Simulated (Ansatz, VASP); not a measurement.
# Si in VASP and in Ansatz

The input INCAR:

```
SYSTEM = Si
ALGO     = Normal         ! electronic algorithm
EDIFF    = 1E-6           ! SCF threshold, eV
ENCUT    = 500            ! plane-wave cutoff, eV
GGA      = PS             ! functional
GGA_COMPAT= .False.      
ISIF     = 2              ! what is computed and relaxed
ISMEAR   = 0              ! smearing method
LASPH    = .True.         ! aspherical terms in the spheres
LCHARG   = .False.        ! write CHGCAR
LREAL    = .False.        ! projectors in reciprocal space
LWAVE    = .False.        ! write WAVECAR
NBANDS   = 11             ! bands
NELM     = 120            ! most SCF steps
PREC     = Accurate       ! precision mode
SIGMA    = 0.01           ! smearing width, eV
```

Contents of KPOINTS:

```
k-points
0
Gamma
  14 14 14
  0 0 0
```

File POSCAR:

```
Si
1.0
    0.0000000000      2.7167293595      2.7167293595
    2.7167293595      0.0000000000      2.7167293595
    2.7167293595      2.7167293595      0.0000000000
Si
2
Direct
    0.0000000000      0.0000000000      0.0000000000
    0.2500000000      0.2500000000      0.2500000000
```

Input for Ansatz:

```yaml
crystal:
  lattice:
    - [0.0, 2.7167293595, 2.7167293595]
    - [2.7167293595, 0.0, 2.7167293595]
    - [2.7167293595, 2.7167293595, 0.0]
  atoms:
    - { symbol: Si, position: [0.0, 0.0, 0.0] }
    - { symbol: Si, position: [0.25, 0.25, 0.25] }
basis:
  ecutwfc: 420
kpoints:
  mp_grid: { grid: [14, 14, 14] }
  band_path:
    path:
      - [0.0, 0.0, 0.0]
      - [0.0, 0.0, 0.0]
      - [0.0, 0.0, 0.0]
      - [0.0, 0.0, 0.0]
      - [0.0, 0.0, 0.0]
      - [0.0, 0.0, 0.0]
      - [0.0, 0.0, 0.0]
      - [0.0, 0.0, 0.0]
      - [0.0, 0.0, 0.0]
      - [0.0, 0.0, 0.0]
      - [0.0, 0.0, 0.0]
      - [0.0, 0.0, 0.0]
      - [0.0, 0.0, 0.0]
      - [0.0, 0.0, 0.0]
      - [0.0, 0.0, 0.0]
      - [0.0, 0.0, 0.0]
      - [0.0, 0.0, 0.0]
      - [0.0, 0.0, 0.0]
      - [0.0, 0.0, 0.0]
      - [0.0, 0.0, 0.0]
      - [0.0, 0.0, 0.0]
      - [0.0, 0.0, 0.0]
      - [0.0, 0.0, 0.0]
      - [0.0, 0.0, 0.0]
      - [0.0, 0.0, 0.0]
      - [0.0, 0.0, 0.0]
      - [0.3, 0.3, 0.0]
      - [0.3166666667, 0.3166666667, 0.0]
      - [0.3333333333, 0.3333333333, 0.0]
      - [0.35, 0.35, 0.0]
      - [0.3666666667, 0.3666666667, 0.0]
      - [0.3833333333, 0.3833333333, 0.0]
      - [0.4, 0.4, 0.0]
      - [0.4166666667, 0.4166666667, 0.0]
      - [0.4333333333, 0.4333333333, 0.0]
      - [0.45, 0.45, 0.0]
      - [0.4666666667, 0.4666666667, 0.0]
      - [0.4833333333, 0.4833333333, 0.0]
      - [0.5, 0.5, 0.0]
      - [0.5, 0.5, 0.5]
      - [0.5, 0.5, 0.5]
      - [0.5, 0.5, 0.5]
      - [0.5, 0.5, 0.5]
      - [0.5, 0.5, 0.5]
      - [0.5, 0.5, 0.5]
      - [0.5, 0.5, 0.5]
      - [0.5, 0.5, 0.5]
      - [0.5, 0.5, 0.5]
      - [0.5, 0.5, 0.5]
      - [0.5, 0.5, 0.5]
      - [0.5, 0.5, 0.5]
      - [0.5, 0.5, 0.5]
    npoints: 1
hamiltonian:
  xc: pbesol
  pseudopotentials: { kind: paw, azcp: { folder: soft_1 } }
scf:
  occupations: { method: fixed }
  n_extra_bands: 5
output:
  eigenvalues: true
```

Alike in both runs: task single point; functional PBEsol; k mesh 14 × 14 × 14; no spin polarisation.

|  | VASP | Ansatz |
| --- | --- | --- |
| version | VASP 6.6.1 | Ansatz 0.2.0 |
| potentials or method | VASP PAW PBE potentials, release 64 (Si), cutoff 500 eV | scalar-relativistic, plane waves, PAW |
| occupations | gaussian, width 0.01 eV | fixed |
| valence electrons in the cell | 8 | 8 |

|  | VASP | Ansatz | Ansatz less VASP |
| --- | --- | --- | --- |
| gap on the k mesh at the Fermi level (eV) | 0.46 | 0.47 | +0.006 |
| least direct gap on the mesh (eV) | 2.52 | 2.52 | +0.002 |

VASP's potentials were made for PBE, not for PBEsol, and Ansatz warns of the same on its side.
